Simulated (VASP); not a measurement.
The system is SnSe2.

```
Sn Se
1.0
     3.81100    0.00000    0.00000
    -1.90550    3.30042    0.00000
     0.00000    0.00000    6.13600
Sn Se
1 2
Cartesian
  0.0000 0.0000 0.0000
  1.9055 1.1001 4.6081
  0.0000 2.2003 1.5279
```

```yaml
Program: VASP 6.6.1
Task: relaxation of cell and atoms
Functional: BLYP
Potentials_or_basis: VASP PAW PBE potentials, release 64 (Sn_d, Se)
Cutoff: 600 eV
k_mesh: 8 × 8 × 5
Occupations: fermi-dirac, width 0.05 eV
Spin: no spin polarisation
```

At the start: pressure 9.9 GPa; volume 25.73 Å³/atom.

**Question.** How do energy, volume and symmetry change on relaxing?

**Answer.** Over 27 steps the energy falls by 128.6 meV/atom and the volume is 38.45 Å³/atom (+49.5 %); space group P-3m1 (No. 164, to 0.1 Å) before and after.

Step by step:
```csv
step,energy change (eV),largest force (eV/Å),pressure (GPa),volume (Å³)
1,0.0000,1.0903,9.89,77.18
2,-0.1909,0.8604,-3.62,96.30
3,-0.3176,0.2634,0.18,87.84
4,-0.3175,0.2433,0.32,87.62
5,-0.3234,0.1812,0.25,88.19
6,-0.3287,0.0538,0.13,89.41
7,-0.3345,0.0747,-0.03,90.29
8,-0.3474,0.1323,-0.40,92.92
9,-0.3595,0.2311,-0.86,98.17
10,-0.3629,0.2026,-0.70,98.27
11,-0.3693,0.1254,-0.25,98.52
12,-0.3709,0.0475,0.74,98.96
13,-0.3721,0.0217,0.32,98.79
14,-0.3730,0.0151,0.33,99.24
15,-0.3753,0.0077,0.31,100.59
16,-0.3784,0.0593,0.33,103.30
17,-0.3784,0.1924,0.46,108.77
18,-0.3793,0.1774,0.37,109.50
19,-0.3813,0.1361,0.16,111.70
20,-0.3820,0.0675,-0.20,116.15
21,-0.3821,0.0816,-0.13,115.23
22,-0.3832,0.0676,-0.11,115.27
23,-0.3853,0.0250,-0.07,115.36
24,-0.3848,0.0622,0.02,115.53
25,-0.3858,0.0115,-0.05,115.44
26,-0.3858,0.0095,-0.04,115.44
27,-0.3858,0.0019,0.00,115.34
```

Final structure:
```
Sn Se
1.0
     3.98222    0.00000    0.00000
    -1.99111    3.44870    0.00000
     0.00000    0.00000    8.39873
Sn Se
1 2
Direct
  0.00000 0.00000 0.00000
  0.66667 0.33333 0.80900
  0.33333 0.66667 0.19100
```

Caveat: the volume moved by over 15 % at a fixed basis, so the end points are rough; the PAW data sets were made with another functional, which shifts forces and pressure a little; this functional lacks dispersion, which binds the layers, so the pressure and a relaxed spacing across them are unreliable.
